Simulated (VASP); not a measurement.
**Al3Cu: relaxation of shape and atoms at fixed volume with r2SCAN**

The system is Al3Cu.

```
Al Cu
1.0
     2.66118    0.00000    0.00000
     0.00000    2.66118    0.00000
     0.00000    0.00000    7.25817
Al Cu
3 1
Direct
  0.00000 0.00000 0.50000
  0.50000 0.50000 0.22599
  0.50000 0.50000 0.77401
  0.00000 0.00000 0.00000
```

```yaml
Program: VASP 6.6.1
Task: relaxation of shape and atoms at fixed volume
Functional: r2SCAN
Potentials_or_basis: VASP PAW PBE potentials, release 64 (Al, Cu)
Cutoff: 600 eV
k_mesh: 16 × 16 × 6
Occupations: gaussian, width 0.1 eV
Spin: no spin polarisation
Dipole_correction: no
Further_INCAR_settings: ALGO = Normal; EDIFF = 1e-06; IBRION = 2; EDIFFG = -0.01; NSW = 50; ISIF = 4
```

- Energy gained by relaxing: 0.2 meV/atom
- Ionic steps: 4
- Pressure after relaxing: 17.7 GPa
- Band gap on the k mesh: zero (bands 10 and 11 overlap by 6.76 eV)

Step by step:
| step | energy change (eV) | largest force (eV/Å) | pressure (GPa) | volume (Å³) |
| --- | --- | --- | --- | --- |
| 1 | 0.0000 | 0.0923 | 17.81 | 51.40 |
| 2 | -0.0007 | 0.0520 | 17.74 | 51.40 |
| 3 | -0.0010 | 0.0109 | 17.67 | 51.40 |
| 4 | -0.0010 | 0.0009 | 17.71 | 51.40 |

Final structure:
```
Al Cu
1.0
     2.66257    0.00000    0.00000
     0.00000    2.66257    0.00000
     0.00000    0.00000    7.25057
Al Cu
3 1
Direct
  0.00000 0.00000 0.50000
  0.50000 0.50000 0.22740
  0.50000 0.50000 0.77260
  0.00000 0.00000 0.00000
```

Levels at points of the mesh, in eV from the Fermi level:
```csv
k point,band 6,band 7,band 8,band 9,band 10,band 11,band 12,band 13,band 14
"(0.00, 0.00, 0.00)",-4.15,-4.15,-3.68,-2.14,0.77,6.66,7.81,7.81,8.49
"(0.50, 0.00, 0.00)",-4.83,-4.26,-4.16,-4.03,-2.58,-1.93,2.90,4.52,4.82
"(0.50, 0.50, 0.00)",-3.06,-3.06,-0.75,-0.35,0.05,0.05,0.34,0.42,0.42
"(0.00, 0.00, 0.50)",-4.15,-4.15,-4.10,-3.68,4.71,6.40,6.62,8.38,8.38
"(0.50, 0.00, 0.50)",-5.01,-4.26,-4.03,-3.01,-1.26,-1.00,0.08,1.32,9.63
"(0.50, 0.50, 0.50)",-2.16,-2.16,-2.12,-2.12,-0.79,-0.68,0.53,2.65,3.37
```

Wall time 25 min on 1 thread of Oxide Virtual Turin-like Processor (shared host), peak memory 0.29 GiB.

Caveat: the PAW data sets were made with another functional, which shifts forces and pressure a little.
